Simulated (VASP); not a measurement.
# Mo (Im-3m) in VASP: further runs

Mo is run at these levels: LDA; tasks: single point, relaxation of volume and atoms at fixed shape.

All numbers are computed with VASP 6.6.1; they aren't measurements. Logs are shortened: lines on timing, memory, paths and dates and some standing lists are left out, and cuts for length are marked.

### Step 1. The cell of the first run

Symmetry: Im-3m, No. 229, cubic system. The conventional cell has a = 3.111 Å, b = 3.111 Å, c = 3.111 Å, α = 90.00°, β = 90.00°, γ = 90.00°. Within 3.6 Å of Mo (site symmetry m-3m) lie 14 Mo at 2.69 to 3.11 Å.

### Step 2. Single point, LDA

INCAR

```
PREC     = Accurate       # precision mode
ENCUT    = 500            # plane-wave cutoff, eV
EDIFF    = 1E-6           # SCF threshold, eV
ISMEAR   = -1             # smearing method
SIGMA    = 0.05           # smearing width, eV
LREAL    = F              # projectors in reciprocal space
LASPH    = T              # aspherical terms in the spheres
NELM     = 120            # most SCF steps
ALGO     = Normal         # electronic algorithm
ISIF     = 2              # what is computed and relaxed
LWAVE    = F              # write WAVECAR
LCHARG   = F              # write CHGCAR
NBANDS   = 13             # bands
GGA_COMPAT= F
```

KPOINTS

```
Automatic mesh
0
Gamma
  9 9 9
```

POSCAR

```
Mo
1.0
   -1.5553839676      1.5553839676      1.5553839676
    1.5553839676     -1.5553839676      1.5553839676
    1.5553839676      1.5553839676     -1.5553839676
Mo
1
Direct
    0.0000000000      0.0000000000      0.0000000000
```

Potentials or basis: VASP PAW LDA potentials, release 64 (Mo_sv).

Run with:

```console
> cat potpaw_LDA.64/Mo_sv/POTCAR > POTCAR
> mpirun -np 1 vasp_std > vasp.out
```

OUTCAR:

```text
PREC = Accurate
   ENCUT = 500
   EDIFF = 1E-6
   ISMEAR = -1
   LREAL = F
   LASPH = T
   NELM = 120
   ISIF = 2

 ion  position               nearest neighbor table
   1  0.000  0.000  0.000-

  LATTYP: Found a body centered cubic cell.
 ALAT       =     3.1107679352

  Lattice vectors:

 A1 = (  -1.5553839676,   1.5553839676,   1.5553839676)
 A2 = (   1.5553839676,  -1.5553839676,   1.5553839676)
 A3 = (   1.5553839676,   1.5553839676,  -1.5553839676)

Analysis of symmetry for initial positions (statically):
=====================================================================
 Subroutine PRICEL returns:
 Original cell was already a primitive cell.

 Routine SETGRP: Setting up the symmetry group for a
 body centered cubic supercell.

 Subroutine GETGRP returns: Found 48 space group operations
 (whereof 48 operations were pure point group operations)
 out of a pool of 48 trial point group operations.

The static configuration has the point symmetry O_h .

Analysis of symmetry for dynamics (positions and initial velocities):
=====================================================================
 Subroutine PRICEL returns:
 Original cell was already a primitive cell.

 Routine SETGRP: Setting up the symmetry group for a
 body centered cubic supercell.

 Subroutine GETGRP returns: Found 48 space group operations
 (whereof 48 operations were pure point group operations)
 out of a pool of 48 trial point group operations.

The dynamic configuration has the point symmetry O_h .

 Subroutine INISYM returns: Found 48 space group operations
 (whereof 48 operations are pure point group operations),
 and found     1 'primitive' translations

----------------------------------------------------------------------------------------

                                     Primitive cell

  volume of cell :      15.0513

  direct lattice vectors                    reciprocal lattice vectors
    -1.555383968  1.555383968  1.555383968     0.000000000  0.321464031  0.321464031
     1.555383968 -1.555383968  1.555383968     0.321464031  0.000000000  0.321464031
     1.555383968  1.555383968 -1.555383968     0.321464031  0.321464031  0.000000000

  length of vectors
     2.694004057  2.694004057  2.694004057     0.454618792  0.454618792  0.454618792

  position of ions in fractional coordinates (direct lattice)
     0.000000000  0.000000000  0.000000000

  ion indices of the primitive-cell ions
   primitive index   ion index
                 1           1

----------------------------------------------------------------------------------------

 KPOINTS: Automatic mesh

Automatic generation of k-mesh.
 Grid dimensions read from file:
 generate k-points for:    9    9    9

 Generating k-lattice:

  Cartesian coordinates                     Fractional coordinates (reciprocal lattice)
     0.000000000  0.035718226  0.035718226     0.111111111  0.000000000  0.000000000
     0.035718226  0.000000000  0.035718226     0.000000000  0.111111111  0.000000000
     0.035718226  0.035718226  0.000000000     0.000000000  0.000000000  0.111111111

  Length of vectors
     0.050513199  0.050513199  0.050513199

  Shift w.r.t. Gamma in fractional coordinates (k-lattice)
     0.000000000  0.000000000  0.000000000

 Subroutine IBZKPT returns following result:
 ===========================================

 Found     35 irreducible k-points:

 Following reciprocal coordinates:
            Coordinates               Weight
  0.000000  0.000000  0.000000      1.000000
  0.111111  0.000000  0.000000     12.000000
  0.222222  0.000000  0.000000     12.000000
  0.333333  0.000000  0.000000     12.000000
  0.444444  0.000000  0.000000     12.000000
  0.111111  0.111111  0.000000     24.000000
[... 16 lines left out ...]
 -0.333333  0.444444  0.111111     48.000000
 -0.444444 -0.444444  0.111111     24.000000
 [... further k-points ...]
   k-points           NKPTS =     35   k-points in BZ     NKDIM =     35   number of bands    NBANDS=     13
   number of dos      NEDOS =    301   number of ions     NIONS =      1
   total plane-waves  NPLWV =   8000
   dimension x,y,z NGX =    20 NGY =   20 NGZ =   20
   dimension x,y,z NGXF=    40 NGYF=   40 NGZF=   40
   ions per type =               1
   NGX,Y,Z   is equivalent  to a cutoff of  12.34, 12.34, 12.34 a.u.
   NGXF,Y,Z  is equivalent  to a cutoff of  24.68, 24.68, 24.68 a.u.
 SYSTEM =  unknown system
   PREC   = accura    normal or accurate (medium, high low for compatibility)
   ISTART =      0    job   : 0-new  1-cont  2-samecut
   ICHARG =      2    charge: 1-file 2-atom 10-const
   ISPIN  =      1    spin polarized calculation?
   LNONCOLLINEAR =      F non collinear calculations
   LSORBIT =      F    spin-orbit coupling
   LASPH  =      T    aspherical Exc in radial PAW
   ENCUT  =  500.0 eV  36.75 Ry    6.06 a.u.   4.91  4.91  4.91*2*pi/ulx,y,z
   NELM   =    120;   NELMIN=  2; NELMDL= -5     # of ELM steps
   EDIFF  = 0.1E-05   stopping-criterion for ELM
   LREAL  =      F    real-space projection
   EDIFFG = 0.1E-04   stopping-criterion for IOM
   NSW    =      0    number of steps for IOM
   IBRION =     -1    ionic relax: 0-MD 1-quasi-New 2-CG
   NFREE  =      0    steps in history (QN), initial steepest desc. (CG)
   ISIF   =      2    stress and relaxation
   ISYM   =      2    0-nonsym 1-usesym 2-fastsym
   POTIM  = 0.5000    time-step for ionic-motion
   TEBEG  =    0.0;   TEEND  =   0.0 temperature during run
   PSTRESS=    0.0 pullay stress
   NELECT =      14.0000    total number of electrons
   NUPDOWN=      -1.0000    fix difference up-down
   EMIN   =  10.00;   EMAX   =-10.00  energy-range for DOS
   EFERMI =   0.00;   METHOD = LEGACY
   ISMEAR =    -1;   SIGMA  =   0.05  broadening in eV -4-tet -1-fermi 0-gaus
   EFERMI_NEDOS =   21; number of points for ismear=-14 and -15
   IALGO  =     38    algorithm
   IMIX   =      4    mixing-type and parameters
     AMIX     =   0.40;   BMIX     =  1.00
     AMIX_MAG =   1.60;   BMIX_MAG =  1.00
  volume/ion in A,a.u.               =      15.05       101.57
  Fermi-wavevector in a.u.,A,eV,Ry     =   1.598061  3.019897 34.746524  2.553797
  Thomas-Fermi vector in A             =   2.695569
   LORBIT       =      0    0 simple, 1 ext, 2 COOP (PROOUT), +10 PAW based schemes
   GGA     = CA    functional components
   LHFCALC =     F    Hartree Fock is set to
   AEXX    =    0.0000 exact exchange contribution
   IVDW    =     0    specifies the selected vdW correction
   LEPSILON=     F    determine dielectric tensor
   LRPA    =     F    only Hartree local field effects (RPA)
 non-spin polarized calculation
  energy-cutoff  :      500.00
  volume of cell :       15.05
 maximum number of plane-waves:       394
   NGX =  9   NGY =  9   NGZ =  9

 number of electron      13.9999996 magnetization

 Free energy of the ion-electron system (eV)
  ---------------------------------------------------
  ext. energy  EPLUGINS =         0.00000000
  ---------------------------------------------------
  free energy    TOTEN  =       -12.14969513 eV

  energy without entropy =      -12.14488308  energy(sigma->0) =      -12.14728910

 E-fermi :  13.0228     XC(G=0): -13.8180

 val. band max:       13.0224751871   @ k =  -0.3333   0.3333   0.2222
 cond. band min:      13.2563813207   @ k =  -0.4444   0.4444   0.2222
 fundamental gap:      0.2339061335
 Fermi energy:        13.0228426118

 k-point     1 :       0.0000    0.0000    0.0000
  band No.  band energies     occupation
      1     -47.8719      2.00000
      2     -21.2173      2.00000
      3     -21.2173      2.00000
      4     -21.2173      2.00000
      5       5.7426      2.00000
      6      11.6283      2.00000
      7      11.6283      2.00000
      8      11.6283      2.00000
      9      14.7775      0.00000
     10      14.7775      0.00000
     11      27.9677      0.00000
     12      27.9677      0.00000
     13      27.9677      0.00000

 k-point     2 :       0.1111    0.0000    0.0000
  band No.  band energies     occupation
      1     -47.8358      2.00000
      2     -21.4177      2.00000
      3     -21.2788      2.00000
      4     -21.2190      2.00000
      5       6.2950      2.00000
      6      11.3172      2.00000
      7      11.5588      2.00000
      8      12.1654      2.00000
      9      14.3796      0.00000
     10      14.7897      0.00000
     11      28.3528      0.00000
     12      28.9155      0.00000
     13      29.0282      0.00000

 k-point     3 :       0.2222    0.0000    0.0000
  band No.  band energies     occupation
      1     -47.7435      2.00000
      2     -21.9077      2.00000
      3     -21.4317      2.00000
      4     -21.2235      2.00000
      5       7.5030      2.00000
      6      10.6172      2.00000
      7      11.3864      2.00000
      8      13.6843      0.00000
      9      14.1631      0.00000
     10      14.8946      0.00000
     11      28.3717      0.00000
     12      29.9954      0.00000
     13      31.4848      0.00000

 k-point     4 :       0.3333    0.0000    0.0000
  band No.  band energies     occupation
      1     -47.6366      2.00000
      2     -22.4386      2.00000
      3     -21.6009      2.00000
      4     -21.2288      2.00000
      5       7.8855      2.00000
      6       9.9333      2.00000
      7      12.4483      1.99998
      8      14.5950      0.00000
      9      15.1595      0.00000
     10      15.8551      0.00000
     11      26.7373      0.00000
     12      28.0078      0.00000
     13      34.6305      0.00000

 k-point     5 :       0.4444    0.0000    0.0000
  band No.  band energies     occupation
      1     -47.5657      2.00000
      2     -22.7721      2.00000
      3     -21.7088      2.00000
      4     -21.2323      2.00000
      5       7.5745      2.00000
      6       9.5342      2.00000
      7      14.3504      0.00000
      8      14.9922      0.00000
      9      15.4418      0.00000
     10      17.7973      0.00000
     11      25.3314      0.00000
     12      25.6980      0.00000
     13      31.3244      0.00000
[... 257 lines left out ...]
 k-point    22 :      -0.4444    0.4444    0.1111
  band No.  band energies     occupation
      1     -47.5401      2.00000
      2     -22.7177      2.00000
      3     -21.7807      2.00000
      4     -21.3671      2.00000
      5       7.9954      2.00000
      6      10.1069      2.00000
      7      12.2484      2.00000
      8      14.0481      0.00000
      9      17.6679      0.00000
     10      17.6828      0.00000
     11      25.4444      0.00000
     12      27.0199      0.00000
     13      30.4895      0.00000

 k-point    23 :      -0.3333    0.4444    0.1111
  band No.  band energies     occupation
      1     -47.5358      2.00000
      2     -22.5317      2.00000
      3     -21.8910      2.00000
      4     -21.4722      2.00000
      5       8.8227      2.00000
      6      10.1892      2.00000
      7      11.3053      2.00000
      8      13.7054      0.00000
      9      16.1207      0.00000
     10      18.6480      0.00000
     11      26.1577      0.00000
     12      28.5882      0.00000
     13      31.0041      0.00000

 k-point    24 :      -0.4444   -0.4444    0.1111
  band No.  band energies     occupation
      1     -47.5027      2.00000
      2     -22.6515      2.00000
      3     -21.9721      2.00000
      4     -21.4713      2.00000
      5       8.5473      2.00000
      6      10.4341      2.00000
      7      11.1482      2.00000
      8      13.8560      0.00000
      9      16.9681      0.00000
     10      20.5679      0.00000
     11      24.4914      0.00000
     12      27.3980      0.00000
     13      30.0657      0.00000

 [... further k-points ...]

------------------------ aborting loop because EDIFF is reached ----------------------------------------

  FORCE on cell =-STRESS in cart. coord.  units (eV):
  Direction    XX          YY          ZZ          XY          YZ          ZX
  --------------------------------------------------------------------------------------
  -------------------------------------------------------------------------------------
  Total        0.1172737      0.1172737      0.1172737      0.0000000     -0.0000000      0.0000000
  in kB       12.4835627     12.4835627     12.4835627      0.0000000     -0.0000000      0.0000000
  external PRESSURE =      12.4835627 kB  Pullay stress =       0.0000000 kB

 VOLUME and BASIS-vectors are now :
 -----------------------------------------------------------------------------
  energy-cutoff  :      500.00
  volume of cell :       15.05
      direct lattice vectors                 reciprocal lattice vectors
    -1.555383968  1.555383968  1.555383968     0.000000000  0.321464031  0.321464031
     1.555383968 -1.555383968  1.555383968     0.321464031  0.000000000  0.321464031
     1.555383968  1.555383968 -1.555383968     0.321464031  0.321464031  0.000000000

 POSITION                                       TOTAL-FORCE (eV/Angst)
 -----------------------------------------------------------------------------------
      0.00000      0.00000      0.00000        -0.000000      0.000000      0.000000
 -----------------------------------------------------------------------------------
    total drift:                                0.000000     -0.000000      0.000000

  FREE ENERGIE OF THE ION-ELECTRON SYSTEM (eV)
  ---------------------------------------------------
  free  energy   TOTEN  =       -12.1496951326 eV

  energy  without entropy=      -12.1448830757  energy(sigma->0) =      -12.14728910
```

It took 4.5 s on 1 thread of Intel Xeon Platinum 8488C (Sapphire Rapids), shared host; peak memory 0.11 GiB.

What came out:

```yaml
Free_energy: -12.1497 eV
Pressure: 1.2 GPa
Band_gap_on_the_k_mesh: zero (bands 7 and 8 overlap by 4.90 eV)
```

### Step 3. Relaxation of volume and atoms at fixed shape, LDA

This run uses another cell than the first one, of 15.58 Å³/atom.

INCAR

```
SYSTEM = Mo
ALGO = Normal
EDIFF = 1E-7
EDIFFG = -0.02
ENCUT = 500
GGA_COMPAT = .False.
IBRION = 2
ISIF = 8
ISMEAR = -1
LASPH = .True.
LCHARG = .False.
LREAL = .False.
LWAVE = .False.
NELM = 120
NELMIN = 4
NSW = 80
PREC = Accurate
SIGMA = 0.05
```

KPOINTS

```
k-points
0
Gamma
  9 9 9
  0 0 0
```

POSCAR

```
Mo
1.0
   -1.5734150000      1.5734150000      1.5734150000
    1.5734150000     -1.5734150000      1.5734150000
    1.5734150000      1.5734150000     -1.5734150000
Mo
1
Direct
    0.0000000000      0.0000000000      0.0000000000
```

Potentials or basis: VASP PAW LDA potentials, release 64 (Mo_sv).

Run with:

```console
> cat potpaw_LDA.64/Mo_sv/POTCAR > POTCAR
> mpirun -np 1 vasp_std > vasp.out
```

Wall time 13 s (1 thread of Intel Xeon Platinum 8488C (Sapphire Rapids), shared host); peak memory 0.12 GiB.

Results (log left out):

| Item | Value |
| --- | --- |
| Free energy | -12.1503 eV |
| Relaxed volume | 15.12 Å³/atom |
| Relaxed cell | a = 2.698 Å, b = 2.698 Å, c = 2.698 Å, α = 109.47°, β = 109.47°, γ = 109.47° |
| Space group after relaxing (to 0.1 Å) | Im-3m (No. 229) |
| Energy gained by relaxing | 12.6 meV/atom |
| Ionic steps | 4 |
| Pressure after relaxing | 0.0 GPa |
| Band gap on the k mesh | zero (bands 7 and 8 overlap by 4.88 eV) |

The path:
```csv
step,energy change (eV),largest force (eV/Å),pressure (GPa),volume (Å³)
1,0.0000,0.0000,-8.43,15.58
2,0.1103,0.0000,32.55,13.80
3,-0.0126,0.0000,-0.34,15.13
4,-0.0126,0.0000,-0.05,15.12
```

Final structure:
```yaml
crystal:
  lattice:
    - [-1.55763, 1.55763, 1.55763]
    - [1.55763, -1.55763, 1.55763]
    - [1.55763, 1.55763, -1.55763]
  atoms:
    - { symbol: Mo, position: [0.00000, 0.00000, 0.00000] }
```

Levels at points of the mesh, in eV from the Fermi level:
```csv
k point,band 3,band 4,band 5,band 6,band 7,band 8,band 9,band 10,band 11
"(0.00, 0.00, 0.00)",-34.25,-34.25,-7.27,-1.39,-1.39,-1.39,1.74,1.74,14.94
```

LDA usually gives volumes a few per cent too small. Zero-point motion and thermal expansion aren't in these numbers.
